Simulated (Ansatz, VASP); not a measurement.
**Se: VASP beside Ansatz**

```
CELL_PARAMETERS angstrom
-2.67416 2.67416 1.50898
2.67416 -2.67416 1.50898
2.67416 2.67416 -1.50898
ATOMIC_POSITIONS crystal
Se 0.00000 0.00000 0.00000
Se 0.75000 0.25000 0.50000
```

Alike in both runs: functional PBEsol; k mesh 6 × 6 × 6; occupations gaussian, width 0.1 eV; no spin polarisation.

Ansatz relaxed the structure, and its values are those at the end. VASP's run is a single point on that final structure, the one shown.

|  | VASP | Ansatz |
| --- | --- | --- |
| version | VASP 6.6.1 | Ansatz 0.2.0 |
| potentials or method | VASP PAW PBE potentials, release 64 (Se), cutoff 520 eV | scalar-relativistic, plane waves, PAW |
| valence electrons in the cell | 12 | 32 |

```tsv
	VASP	Ansatz	Ansatz less VASP
gap on the k mesh at the Fermi level (eV)	none	none	-
pressure (GPa)	0.0	-0.1	-0.10
```

VASP's potentials were made for PBE, not for PBEsol. A gap of «none» marks a metal or a gap that the smearing closes. VASP's potentials hold 12 valence electrons a cell and Ansatz's 32, so a difference there can come from the potentials and not from the codes.

The k mesh is coarse, so the values compare programs but aren't converged.
